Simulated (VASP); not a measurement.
# GaN: single point with LDA

GaN:

```
Ga N
1.0
     0.00000    2.22770    2.23884
     2.22770    0.00000    2.23884
     2.22770    2.22770    0.00000
Ga N
1 1
Cartesian
  0.0000 0.0000 0.0000
  1.1139 1.1139 1.1194
```

This cell differs from its parent crystal: z stretched by +0.5 %, x and y held.

| Item | Value |
| --- | --- |
| Program | VASP 6.6.1 |
| Task | single point |
| Functional | LDA |
| Potentials or basis | VASP PAW LDA potentials, release 64 (Ga_d, N) |
| Cutoff | 520 eV |
| k mesh | 10 × 10 × 10 |
| Occupations | gaussian, width 0.01 eV |
| Spin | non-collinear spin, zero start, spin-orbit coupling |
| Starting moments | [[0.0, 0.0, 0.0], [0.0, 0.0, 0.0]] μB |

The pressure is 0.1 GPa, the net moment is 0.00 μB per cell and the valence electrons inside the program's atomic spheres are Ga 11.94; N 3.72.

Stress tensor (GPa, compression positive):
```
 0.30  0.00  0.00
 0.00  0.30  0.00
 0.00  0.00 -0.36
```

Moments on the atoms (μB; x, y, z):
```
Ga  0.00 0.00 0.00
N   0.00 0.00 0.00
```

It took 6.2 min on 1 thread of Intel Xeon 8259CL, on a shared host, peak memory 0.28 GiB.

Caveat: the cell differs from its parent crystal (z stretched by +0.5 %, x and y held).
